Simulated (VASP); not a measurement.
Wanted: the native input for a VASP 6.6.1 run.

```
Task                   : single point
Functional             : PBE
Potentials or basis    : VASP PAW PBE potentials, release 64 (Si, F)
Cutoff                 : 520 eV
k mesh                 : 6 × 6 × 6
Occupations            : gaussian, width 0.1 eV
Spin                   : no spin polarisation
Dipole correction      : no
Further INCAR settings : ALGO = Normal; EDIFF = 1e-07; NBANDS = 22
```

The structure of Si2F3 lies in POSCAR:

```
Si2F3
1.0
    2.7209051000      1.5709152900      2.1809284600
   -2.7209051000      1.5709152900      2.1809284600
    0.0000000000     -3.1418305900      2.1809284600
Si F
2 3
Direct
    0.2578843500      0.2578843500      0.2578843500
    0.7421156500      0.7421156500      0.7421156500
    0.2467715700      0.7532284300      0.0000000000
    0.0000000000      0.2467715700      0.7532284300
    0.7532284300      0.0000000000      0.2467715700
```

The cell was generated, and may not be a known phase.

The input as run:

INCAR

```
SYSTEM = Si2F3
PREC     = Accurate       ! precision mode
ENCUT    = 520            ! plane-wave cutoff, eV
EDIFF    = 1E-7           ! SCF threshold, eV
ISMEAR   = 0              ! smearing method
SIGMA    = 0.1            ! smearing width, eV
LREAL    = .FALSE.        ! projectors in reciprocal space
LASPH    = .TRUE.         ! aspherical terms in the spheres
NELM     = 80             ! most SCF steps
ALGO     = Normal         ! electronic algorithm
ISIF     = 2              ! what is computed and relaxed
LWAVE    = .FALSE.        ! write WAVECAR
LCHARG   = .FALSE.        ! write CHGCAR
GGA      = PE             ! functional
NBANDS   = 22             ! bands
```

KPOINTS

```
regular mesh
0
G
  6 6 6
  0 0 0
```

Potentials or basis: VASP PAW PBE potentials, release 64 (Si, F).

Launch:

```sh
$ cat potpaw_PBE.64/Si/POTCAR potpaw_PBE.64/F/POTCAR > POTCAR
$ mpirun -np 1 vasp_std > vasp.out
```

Results of the run:

```yaml
Pressure: 30.2 GPa
Largest_force: 0.862 eV/Å
Band_gap_on_the_k_mesh: zero (an odd number of electrons rules out a gap without spin polarisation)
```

Caveat: the stress differs along the axes, from 17 to 37 GPa; an odd number of electrons without spin polarisation forces a metal; a magnetic or distorted state may lie lower.

It took 16 s on 1 thread of AMD EPYC 9R45 96-Core Processor (Zen 5), on a shared host, peak memory 0.14 GiB.
